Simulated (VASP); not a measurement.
Here is a VASP 6.6.1 calculation.

File INCAR:

```
SYSTEM = AlGa3N4
PREC = Accurate
ENCUT = 520
EDIFF = 1E-6
ISMEAR = 0
SIGMA = 0.05
LREAL = .FALSE.
LASPH = .TRUE.
NELM = 80
ALGO = Normal
ISIF = 2
LWAVE = .FALSE.
LCHARG = .FALSE.
GGA = PS
NBANDS = 41
```

The input KPOINTS:

```
Automatic mesh
0
G
  6 8 6
  0 0 0
```

POSCAR

```
AlGa3N4
1.0
    5.2966217354      0.0000000000      0.0001178576
    0.0000000000      3.2599343446      0.0000000000
   -0.0036932605      0.0000000000      5.3141393136
Al Ga N
1 3 4
Direct
    0.0006034227      0.5000000000      0.6673576245
    0.4991167030      0.5000000000      0.3349195796
    0.4990273845      0.0000000000      0.8315570005
    0.9998617813      0.0000000000      0.1661805284
    0.1196687538      0.5000000000      0.3400974154
    0.1176459792      0.0000000000      0.8263760592
    0.6204436392      0.0000000000      0.1662162869
    0.6312323464      0.5000000000      0.6672965055
```

Potentials or basis: VASP PAW PBE potentials, release 64 (Al, Ga_d, N).

The run is started by

```sh
$ cat potpaw_PBE.64/Al/POTCAR potpaw_PBE.64/Ga_d/POTCAR potpaw_PBE.64/N/POTCAR > POTCAR
$ mpirun -np 1 vasp_std > vasp.out
```

(1) What does it give for the pressure?

(2) Estimate the largest force.

(3) Predict the band gap on the k mesh.

Results:

(1) -4.6 GPa.

(2) 0.690 eV/Å.

(3) 1.97 eV, direct.

Caveat: the cell differs from its parent crystal (strain +0.030 along x and y, -0.030 along z); the PAW data sets were made with another functional, which shifts forces and pressure a little.
